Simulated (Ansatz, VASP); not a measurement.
Given: the input of a run of VASP 6.6.1 on FeO.

File INCAR:

```
SYSTEM = FeO
ALGO = Normal
EDIFF = 1E-6
ENCUT = 520
GGA = PS
ISIF = 2
ISMEAR = -1
ISPIN = 2
LASPH = .TRUE.
LCHARG = .TRUE.
LELF = .TRUE.
LMAXMIX = 4
LORBIT = 11
LREAL = .FALSE.
LVHAR = .TRUE.
LWAVE = .FALSE.
MAGMOM = 3 3 0 0
NBANDS = 26
NELM = 150
PREC = Accurate
SIGMA = 0.05
```

The input KPOINTS:

```
k-points
0
G
  10 10 5
  0 0 0
```

Contents of POSCAR:

```
FeO
1.0
    2.7176602847     -1.5444905900      0.0000000000
    2.7176602847      1.5444905900      0.0000000000
   -0.2373943931      0.0000000000      5.3387918073
Fe O
2 2
Direct
    0.0000000000      0.0000000000      0.5000000000
    0.0000000000      0.0000000000      0.0000000000
    0.3354670000      0.3354670000      0.7442990000
    0.6645330000      0.6645330000      0.2557010000
```

Potentials or basis: VASP PAW PBE potentials, release 64 (Fe, O).

Launch:

```console
$ cat potpaw_PBE.64/Fe/POTCAR potpaw_PBE.64/O/POTCAR > POTCAR
$ mpirun -np 1 vasp_std > vasp.out
```

Problem. Set up the same calculation for Ansatz 0.2.0. Potentials there: all-electron LAPW, scalar-relativistic.

Solution. As run (the cutoff follows the program's own potentials):

The input input.yaml:

```yaml
crystal:
  lattice:
    - [2.7176602847, -1.54449059, 0.0]
    - [2.7176602847, 1.54449059, 0.0]
    - [-0.2373943931, 0.0, 5.3387918073]
  atoms:
    - { symbol: Fe, position: [0.0, 0.0, 0.5], spin: 3.0 }
    - { symbol: Fe, position: [0.0, 0.0, 0.0], spin: 3.0 }
    - { symbol: O, position: [0.335467, 0.335467, 0.744299] }
    - { symbol: O, position: [0.664533, 0.664533, 0.255701] }
kpoints:
  mp_grid: { grid: [10, 10, 5] }
scf:
  occupations: { method: fermi_dirac, width: 0.05 }
hamiltonian:
  xc: pbesol
  pseudopotentials: { kind: all_electron, lapw: { basis_error: 0.001 } }
magnetization:
  spin_polarized: true
output:
  forces: true
  stress: true
  eigenvalues: true
```

Potentials or basis: all-electron LAPW, scalar-relativistic.

Run with:

```console
$ ansatz run input.yaml --threads 4 --pin off --max-ram 12288MiB --backend cpu --events-out ev --progress --plain --runs-dir out
```

Both were run:

|  | VASP | Ansatz | Ansatz less VASP |
| --- | --- | --- | --- |
| gap on the k mesh at the Fermi level (eV) | none | none | - |
| pressure (GPa) | -21.5 | -21.6 | -0.06 |
| traceless stress, the component that is largest in VASP (GPa) | 1.43 | 1.38 | -0.049 |
| rms of the force components (eV/Å) | 0.062 | 0.059 | -0.0036 |
| net moment per atom (μB) | 2.00 | 2.00 | 0.000 |
| size of the moment on the site where the two differ most (μB) | 0.31 | 0.33 | +0.020 |

VASP's potentials were made for PBE, not for PBEsol. Site moments also hang on the region over which each program counts them. Atom by atom the forces differ by 0.004 eV/Å (rms over components). A gap of «none» marks a metal or a gap that the smearing closes. Ansatz ran all-electron here, and VASP with PAW potentials.
